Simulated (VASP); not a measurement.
Set up this calculation in VASP 6.6.1, as the native input.

- Task: single point
- Functional: r2SCAN
- Potentials or basis: VASP PAW PBE potentials, release 64 (Ba_sv, Ti_sv, O)
- Cutoff: 520 eV
- k mesh: 8 × 8 × 8
- Occupations: gaussian, width 0.05 eV
- Spin: no spin polarisation
- Dipole correction: no
- Further INCAR settings: ALGO = Normal; EDIFF = 1e-07; NBANDS = 28

Crystal: BaTiO3.

```xyz
5
Lattice="3.9940 0.0000 0.0000 0.0000 3.9940 0.0000 0.0000 0.0000 3.9940" Properties=species:S:1:pos:R:3 pbc="T T T"
Ba    1.9970    1.9970    1.9970
Ti    0.0000    0.0000    0.0000
O     1.9970    0.0000    0.0000
O     0.0000    1.9970    0.0000
O     0.0000    0.0000    1.9970
```

The input as run:

POSCAR

```
BaTiO3
1.0
    3.9940382582      0.0000000000      0.0000000000
    0.0000000000      3.9940382582      0.0000000000
    0.0000000000      0.0000000000      3.9940382582
Ba Ti O
1 1 3
Direct
    0.5000000000      0.5000000000      0.5000000000
    0.0000000000      0.0000000000      0.0000000000
    0.5000000000      0.0000000000      0.0000000000
    0.0000000000      0.5000000000      0.0000000000
    0.0000000000      0.0000000000      0.5000000000
```

INCAR.step1

```
  PREC = Accurate
  ENCUT = 520
  ISMEAR = 0
  SIGMA = 0.05
  LREAL = F
  LASPH = T
  NELM = 60
  NBANDS = 28
  GGA = PE
  ALGO = Normal
  EDIFF = 1E-4
  LWAVE = T
  LCHARG = F
```

INCAR.step2

```
  PREC = Accurate
  ENCUT = 520
  EDIFF = 1E-7
  ISMEAR = 0
  SIGMA = 0.05
  LREAL = F
  LASPH = T
  NELM = 60
  ALGO = Normal
  ISIF = 2
  LWAVE = F
  LCHARG = F
  METAGGA = R2SCAN
  LMIXTAU = T
  NBANDS = 28
  ISTART = 1
```

KPOINTS

```
regular mesh
0
Gamma
  8 8 8
```

Potentials or basis: VASP PAW PBE potentials, release 64 (Ba_sv, Ti_sv, O).

The run is started by

```sh
$ cat potpaw_PBE.64/Ba_sv/POTCAR potpaw_PBE.64/Ti_sv/POTCAR potpaw_PBE.64/O/POTCAR > POTCAR
$ cp INCAR.step1 INCAR
$ mpirun -np 1 vasp_std > vasp.out
$ cp INCAR.step2 INCAR
$ mpirun -np 1 vasp_std > vasp.out
```

It gave:

```
Pressure               : 2.0 GPa
Band gap on the k mesh : 2.15 eV (least direct gap 2.30 eV)
```

Caveat: the PAW data sets were made with another functional, which shifts forces and pressure a little; spin-orbit coupling is left out, which moves the levels of the heavy elements.

It took 11 min on 1 thread of Intel Xeon 8259CL, with other jobs on the host, peak memory 0.22 GiB.
